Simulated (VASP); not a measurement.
# BaTiO3 (Amm2) in VASP: single point with r2SCAN

Aim: the single point of BaTiO3 with r2SCAN.

All numbers are computed with VASP 6.6.1; they aren't measurements. Logs are shortened: lines on timing, memory, paths and dates and some standing lists are left out, and cuts for length are marked.

**1. The cell of the first run**

It takes space group Amm2 (No. 38, orthorhombic). The conventional cell has a = 3.984 Å, b = 5.674 Å, c = 5.692 Å, α = 90.00°, β = 90.00°, γ = 90.00°. Ba (site symmetry mm2) has 12 O at 2.80 to 2.89 Å and 8 Ti at 3.44 to 3.51 Å within 3.7 Å. Ti (site symmetry mm2) has 6 O at 1.95 to 2.07 Å within 2.6 Å. O (site symmetry mm2) has 2 Ti at 1.99 Å within 2.6 Å. O (site symmetry m) has 2 Ti at 1.95 to 2.07 Å within 2.6 Å.

**2. Single point, r2SCAN, collinear spin**

Contents of POSCAR:

```
BaTiO3
1.0
    3.9841000000      0.0000000000      0.0000000000
    0.0000000000      2.8370500000      2.8458000000
    0.0000000000     -2.8370500000      2.8458000000
Ba Ti O
1 1 3
Direct
    0.0000000000      0.0000000000      0.0000000000
    0.5000000000      0.5079000000      0.5079000000
    0.0000000000      0.4921000000      0.4921000000
    0.5000000000      0.5025100000      0.9937100000
    0.5000000000      0.9937100000      0.5025100000
```

Contents of INCAR.step1:

```
SYSTEM = BaTiO3
PREC = Accurate
ENCUT = 660
ISMEAR = -1
SIGMA = 0.1
LREAL = .False.
LASPH = .True.
NELM = 200
ISPIN = 2
MAGMOM = 0 1 0 0 0
LMAXMIX = 4
NBANDS = 32
GGA = PE
ALGO = Normal
EDIFF = 1E-5
LWAVE = .True.
LCHARG = .False.
GGA_COMPAT = .False.
```

Contents of INCAR.step2:

```
SYSTEM = BaTiO3
PREC = Accurate
ENCUT = 660
EDIFF = 1E-6
ISMEAR = -1
SIGMA = 0.1
LREAL = .False.
LASPH = .True.
NELM = 200
ALGO = Normal
ISIF = 2
LWAVE = .False.
LCHARG = .True.
ISPIN = 2
MAGMOM = 0 1 0 0 0
LORBIT = 11
LMAXMIX = 4
METAGGA = R2SCAN
LMIXTAU = .True.
LELF = .True.
LVHAR = .True.
NBANDS = 32
ISTART = 1
GGA_COMPAT = .False.
```

Contents of KPOINTS:

```
Automatic mesh
0
Gamma
  6 6 6
  0 0 0
```

Potentials or basis: VASP PAW PBE potentials, release 64 (Ba_sv, Ti_sv, O).

Command:

```sh
> cat potpaw_PBE.64/Ba_sv/POTCAR potpaw_PBE.64/Ti_sv/POTCAR potpaw_PBE.64/O/POTCAR > POTCAR
> cp INCAR.step1 INCAR
> mpirun -np 1 vasp_std > vasp.out
> cp INCAR.step2 INCAR
> mpirun -np 1 vasp_std > vasp.out
```

OUTCAR:

```text
SYSTEM = BaTiO3
   PREC = Accurate
   ENCUT = 660
   EDIFF = 1E-6
   ISMEAR = -1
   LREAL = .False.
   LASPH = .True.
   NELM = 200
   ISIF = 2
   ISPIN = 2
   LORBIT = 11
   METAGGA = R2SCAN
   ISTART = 1

 ion  position               nearest neighbor table
   1  0.000  0.000  0.000-   3 2.80   4 2.82   5 2.82   4 2.82   5 2.82   4 2.84   5 2.84   5 2.84
                             4 2.84   3 2.84   3 2.84   3 2.89   2 3.44   2 3.44   2 3.47   2 3.47
   2  0.500  0.508  0.508-   4 1.95   5 1.95   3 1.99   3 1.99   5 2.07   4 2.07   1 3.44   1 3.44
                             1 3.47   1 3.47   1 3.47   1 3.47   1 3.51   1 3.51
   3  0.000  0.492  0.492-   2 1.99   2 1.99   1 2.80   1 2.84   1 2.84   1 2.89
   4  0.500  0.503  0.994-   2 1.95   2 2.07   1 2.82   1 2.82   1 2.84   1 2.84
   5  0.500  0.994  0.503-   2 1.95   2 2.07   1 2.82   1 2.82   1 2.84   1 2.84

  LATTYP: Found a base centered orthorhombic cell.
 ALAT       =     5.6741000000
 B/A-ratio  =     1.0030841896
 C/A-ratio  =     0.7021554079

  Lattice vectors:

 A1 = (   0.0000000000,   2.8370500000,  -2.8458000000)
 A2 = (   0.0000000000,   2.8370500000,   2.8458000000)
 A3 = (   3.9841000000,   0.0000000000,   0.0000000000)

Analysis of symmetry for initial positions (statically):
=====================================================================
 Subroutine PRICEL returns:
 Original cell was already a primitive cell.

 Routine SETGRP: Setting up the symmetry group for a
 base centered orthorhombic supercell.

 Subroutine GETGRP returns: Found  4 space group operations
 (whereof  4 operations were pure point group operations)
 out of a pool of  8 trial point group operations.

The static configuration has the point symmetry C_2v.

Analysis of symmetry for dynamics (positions and initial velocities):
=====================================================================
 Subroutine PRICEL returns:
 Original cell was already a primitive cell.

 Routine SETGRP: Setting up the symmetry group for a
 base centered orthorhombic supercell.

 Subroutine GETGRP returns: Found  4 space group operations
 (whereof  4 operations were pure point group operations)
 out of a pool of  8 trial point group operations.

The dynamic configuration has the point symmetry C_2v.

Analysis of structural, dynamic, and magnetic symmetry:
=====================================================================
 Subroutine PRICEL returns:
 Original cell was already a primitive cell.

 Routine SETGRP: Setting up the symmetry group for a
 base centered orthorhombic supercell.

 Subroutine GETGRP returns: Found  4 space group operations
 (whereof  4 operations were pure point group operations)
 out of a pool of  8 trial point group operations.

The overall configuration has the point symmetry C_2v.

 Subroutine INISYM returns: Found  4 space group operations
 (whereof  4 operations are pure point group operations),
 and found     1 'primitive' translations

----------------------------------------------------------------------------------------

                                     Primitive cell

  volume of cell :      64.3327

  direct lattice vectors                    reciprocal lattice vectors
     3.984100000  0.000000000  0.000000000     0.250997716  0.000000000  0.000000000
     0.000000000  2.837050000  2.845800000     0.000000000  0.176239404  0.175697519
     0.000000000 -2.837050000  2.845800000     0.000000000 -0.176239404  0.175697519

  length of vectors
     3.984100000  4.018386535  4.018386535     0.250997716  0.248857280  0.248857280

  position of ions in fractional coordinates (direct lattice)
     0.000000000  0.000000000  0.000000000
     0.500000000  0.507900000  0.507900000
     0.000000000  0.492100000  0.492100000
     0.500000000  0.502510000  0.993710000
     0.500000000  0.993710000  0.502510000

  ion indices of the primitive-cell ions
   primitive index   ion index
                 1           1
                 2           2
                 3           3
                 4           4
                 5           5

[... 29 lines left out ...]
  0.166667  0.000000  0.000000      2.000000
  0.333333  0.000000  0.000000      2.000000
  0.500000  0.000000  0.000000      1.000000
  0.000000  0.166667 -0.000000      4.000000
  0.166667  0.166667 -0.000000      8.000000
[... 16 lines left out ...]
  0.333333  0.333333  0.166667      8.000000
  0.500000  0.333333  0.166667      4.000000
 [... further k-points ...]
   k-points           NKPTS =     52   k-points in BZ     NKDIM =     52   number of bands    NBANDS=     32
   number of dos      NEDOS =    301   number of ions     NIONS =      5
   total plane-waves  NPLWV =  46656
   dimension x,y,z NGX =    36 NGY =   36 NGZ =   36
   dimension x,y,z NGXF=    72 NGYF=   72 NGZF=   72
   ions per type =               1   1   3
   NGX,Y,Z   is equivalent  to a cutoff of  15.02, 14.89, 14.89 a.u.
   NGXF,Y,Z  is equivalent  to a cutoff of  30.04, 29.79, 29.79 a.u.
 SYSTEM =  BaTiO3
   PREC   = accura    normal or accurate (medium, high low for compatibility)
   ISTART =      1    job   : 0-new  1-cont  2-samecut
   ICHARG =      0    charge: 1-file 2-atom 10-const
   ISPIN  =      2    spin polarized calculation?
   LNONCOLLINEAR =      F non collinear calculations
   LSORBIT =      F    spin-orbit coupling
   LASPH  =      T    aspherical Exc in radial PAW
   ENCUT  =  660.0 eV  48.51 Ry    6.96 a.u.   8.35  8.42  8.42*2*pi/ulx,y,z
   NELM   =    200;   NELMIN=  2; NELMDL=  0     # of ELM steps
   EDIFF  = 0.1E-05   stopping-criterion for ELM
   LREAL  =      F    real-space projection
   EDIFFG = 0.1E-04   stopping-criterion for IOM
   NSW    =      0    number of steps for IOM
   IBRION =     -1    ionic relax: 0-MD 1-quasi-New 2-CG
   NFREE  =      0    steps in history (QN), initial steepest desc. (CG)
   ISIF   =      2    stress and relaxation
   ISYM   =      2    0-nonsym 1-usesym 2-fastsym
   POTIM  = 0.5000    time-step for ionic-motion
   TEBEG  =    0.0;   TEEND  =   0.0 temperature during run
   PSTRESS=    0.0 pullay stress
   NELECT =      40.0000    total number of electrons
   NUPDOWN=      -1.0000    fix difference up-down
   EMIN   =  10.00;   EMAX   =-10.00  energy-range for DOS
   EFERMI =   0.00;   METHOD = LEGACY
   ISMEAR =    -1;   SIGMA  =   0.10  broadening in eV -4-tet -1-fermi 0-gaus
   EFERMI_NEDOS =   21; number of points for ismear=-14 and -15
   IALGO  =     38    algorithm
   IMIX   =      4    mixing-type and parameters
     AMIX     =   0.40;   BMIX     =  1.00
     AMIX_MAG =   1.60;   BMIX_MAG =  1.00
  volume/ion in A,a.u.               =      12.87        86.83
  Fermi-wavevector in a.u.,A,eV,Ry     =   1.397283  2.640482 26.564002  1.952399
  Thomas-Fermi vector in A             =   2.520554
   LORBIT       =     11    0 simple, 1 ext, 2 COOP (PROOUT), +10 PAW based schemes
   METAGGA = R2SCAN    functional components
   LHFCALC =     F    Hartree Fock is set to
   AEXX    =    0.0000 exact exchange contribution
   IVDW    =     0    specifies the selected vdW correction
   LEPSILON=     F    determine dielectric tensor
   LRPA    =     F    only Hartree local field effects (RPA)
 spin polarized calculation
  energy-cutoff  :      660.00
  volume of cell :       64.33
 maximum number of plane-waves:      2517
 NGX is ok and might be reduce to    36
   NGX = 17   NGY = 17   NGZ = 17

 number of electron      40.0000003 magnetization       0.0000000

 number of electron      40.0000003 magnetization      -0.0000000

 Free energy of the ion-electron system (eV)
  ---------------------------------------------------
  ext. energy  EPLUGINS =         0.00000000
  ---------------------------------------------------
  free energy    TOTEN  =       -74.25148239 eV

  energy without entropy =      -74.25147722  energy(sigma->0) =      -74.25147980

 E-fermi :   4.6388     XC(G=0): -11.8964

 val. band max:        3.5044623815   @ k =   0.5000   0.5000   0.5000
 cond. band min:       5.6864317910   @ k =   0.0000   0.0000   0.0000
 fundamental gap:      2.1819694095
 Fermi energy:         4.6388395635

 spin component 1

 k-point     1 :       0.0000    0.0000    0.0000
  band No.  band energies     occupation
      1     -55.3516      1.00000
      2     -30.5159      1.00000
      3     -30.5138      1.00000
      4     -30.5099      1.00000
      5     -21.9791      1.00000
      6     -14.3506      1.00000
[... 829 lines left out ...]
     31      17.6294      0.00000
     32      17.9051      0.00000

 [... further k-points ...]

 spin component 2

 k-point     1 :       0.0000    0.0000    0.0000
  band No.  band energies     occupation
      1     -55.3516      1.00000
      2     -30.5159      1.00000
      3     -30.5138      1.00000
      4     -30.5099      1.00000
      5     -21.9791      1.00000
      6     -14.3506      1.00000
[... 829 lines left out ...]
     31      17.6294      0.00000
     32      17.9051      0.00000

 [... further k-points ...]

------------------------ aborting loop because EDIFF is reached ----------------------------------------

  FORCE on cell =-STRESS in cart. coord.  units (eV):
  Direction    XX          YY          ZZ          XY          YZ          ZX
  --------------------------------------------------------------------------------------
  -------------------------------------------------------------------------------------
  Total        0.4789999      0.1948115     -0.1159776      0.0000000      0.0000000      0.0000000
  in kB       11.9292854      4.8516952     -2.8883708      0.0000000      0.0000000      0.0000000
  external PRESSURE =       4.6308700 kB  Pullay stress =       0.0000000 kB

 VOLUME and BASIS-vectors are now :
 -----------------------------------------------------------------------------
  energy-cutoff  :      660.00
  volume of cell :       64.33
      direct lattice vectors                 reciprocal lattice vectors
     3.984100000  0.000000000  0.000000000     0.250997716  0.000000000  0.000000000
     0.000000000  2.837050000  2.845800000     0.000000000  0.176239404  0.175697519
     0.000000000 -2.837050000  2.845800000     0.000000000 -0.176239404  0.175697519

 POSITION                                       TOTAL-FORCE (eV/Angst)
 -----------------------------------------------------------------------------------
      0.00000      0.00000      0.00000         0.000000      0.000000      0.088489
      1.99205      0.00000      2.89076         0.000000      0.000000      0.172294
      0.00000      0.00000      2.80084         0.000000      0.000000      0.124097
      1.99205     -1.39356      4.25794         0.000000      0.004647     -0.192440
      1.99205      1.39356      4.25794         0.000000     -0.004647     -0.192440
 -----------------------------------------------------------------------------------
    total drift:                                0.000000      0.000000      0.021791

  FREE ENERGIE OF THE ION-ELECTRON SYSTEM (eV)
  ---------------------------------------------------
  free  energy   TOTEN  =       -74.2514823850 eV

  energy  without entropy=      -74.2514772153  energy(sigma->0) =      -74.25147980

 total charge

# of ion       s       p       d       tot
------------------------------------------
    1        2.018   5.670   0.303   7.991
    2        2.206   6.268   1.636  10.111
    3        1.564   3.503   0.000   5.067
    4        1.564   3.500   0.000   5.064
    5        1.564   3.500   0.000   5.064
--------------------------------------------------
tot          8.916  22.441   1.940  33.296

 magnetization (x)

# of ion       s       p       d       tot
------------------------------------------
    1       -0.000  -0.000   0.000   0.000
    2        0.000   0.000   0.000   0.000
    3       -0.000  -0.000   0.000  -0.000
    4       -0.000  -0.000   0.000  -0.000
    5       -0.000  -0.000   0.000  -0.000
--------------------------------------------------
tot         -0.000  -0.000   0.000  -0.000
```

Wall time 30 min (1 thread of Oxide Virtual Turin-like, shared host); peak memory 0.39 GiB.

What came out:

```yaml
Free_energy: -74.2515 eV
Pressure: 0.5 GPa
Largest_force: 0.192 eV/Å
Band_gap_on_the_k_mesh: 2.18 eV (least direct gap 2.37 eV)
Net_moment: 0.00 μB per cell
Valence_electrons_inside_the_program's_atomic_spheres: Ba 7.99; Ti 10.11; O 5.07, 5.06 (each value once)
```

Forces on the atoms (eV/Å):
```
Ba   0.000  0.000  0.088
Ti   0.000  0.000  0.172
O    0.000  0.000  0.124
O    0.000  0.005 -0.192
O    0.000 -0.005 -0.192
```

Stress tensor (GPa, compression positive):
```
 1.19  0.00  0.00
 0.00  0.49  0.00
 0.00  0.00 -0.29
```

Caveat: the PAW data sets were made with another functional, which shifts forces and pressure a little; spin-orbit coupling is left out, which moves the levels of the heavy elements. r2SCAN opens gaps a little over a GGA but as a rule still falls short of measured ones.
